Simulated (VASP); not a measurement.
Runs of VASP 6.6.1 on Ta. The structure is that of space group Fm-3m (No. 225), or close to it. The cells are those of the table. This isn't the form of Ta at room conditions, which is bcc.

```tsv
cell	gap on the mesh (eV)	pressure (GPa)
a = 2.902 Å, angles 120.4, 120.4, 89.3°, 1 atom	none	(a)
a = 3.055 Å, angles 122.4, 122.4, 85.9°, 1 atom	none	-5.8
a = 3.040 Å, angles 120.4, 120.4, 89.3°, 1 atom	none	-8.3
a = 2.935 Å, angles 122.4, 122.4, 85.9°, 1 atom	none	19.7
a = 2.914 Å, angles 122.4, 122.4, 85.9°, 1 atom	none	(b)
a = 2.923 Å, angles 120.4, 120.4, 89.3°, 1 atom	none	15.5
```

Alike in all rows: task single point; level PBE; potentials or basis VASP PAW PBE potentials, release 64 (Ta_pv); no spin polarisation; k mesh 20 × 20 × 20; cutoff (eV) 520; smearing gaussian 0.15 eV.

Q: Fill in the values left out.

A: (a) 20.9; (b) 25.5.

Caveats: spin-orbit coupling is left out, which moves the levels of the heavy elements; the cell stands under pressure (at least some runs); the stress differs along the axes, from -8 to -2 GPa (at least some runs); the cell stands under tension (at least some runs); the stress differs along the axes, from 16 to 27 GPa (at least some runs); the stress differs along the axes, from 22 to 33 GPa (at least some runs).

A k mesh can miss the band edges, and the runs leave out spin-orbit coupling on Ta.

A gap of «none» marks levels without a gap at the run's occupations.
